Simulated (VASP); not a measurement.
**Zn: single point with PBE**

Zn:

```
CELL_PARAMETERS angstrom
0.00000 2.95075 2.95075
2.95075 0.00000 2.95075
2.95075 2.95075 0.00000
ATOMIC_POSITIONS crystal
Zn 0.12500 0.12500 0.12500
Zn 0.87500 0.87500 0.87500
```

This cell differs from its parent crystal: volume scaled by 1.04.

| Item | Value |
| --- | --- |
| Program | VASP 6.6.1 |
| Task | single point |
| Functional | PBE |
| Potentials or basis | VASP PAW PBE potentials, release 64 (Zn) |
| Cutoff | 520 eV |
| k mesh | 11 × 11 × 11 |
| Occupations | fermi-dirac, width 0.1 eV |
| Spin | no spin polarisation |

```json
{
 "Pressure": "-0.8 GPa",
 "Band gap on the k mesh": "zero (band 12 reaches 5.14 eV, above the bottom of band 13 at -0.44 eV)"
}
```

Levels at points of the mesh, in eV from the Fermi level:
```csv
k point,band 9,band 10,band 11,band 12,band 13,band 14,band 15,band 16
"(0.00, 0.00, 0.00)",-6.93,-6.75,-6.75,4.99,4.99,4.99,6.48,6.48
```

Wall time 20 s on 1 thread of AMD EPYC 9R45 96-Core Processor (Zen 5) (shared host), peak memory 0.16 GiB.
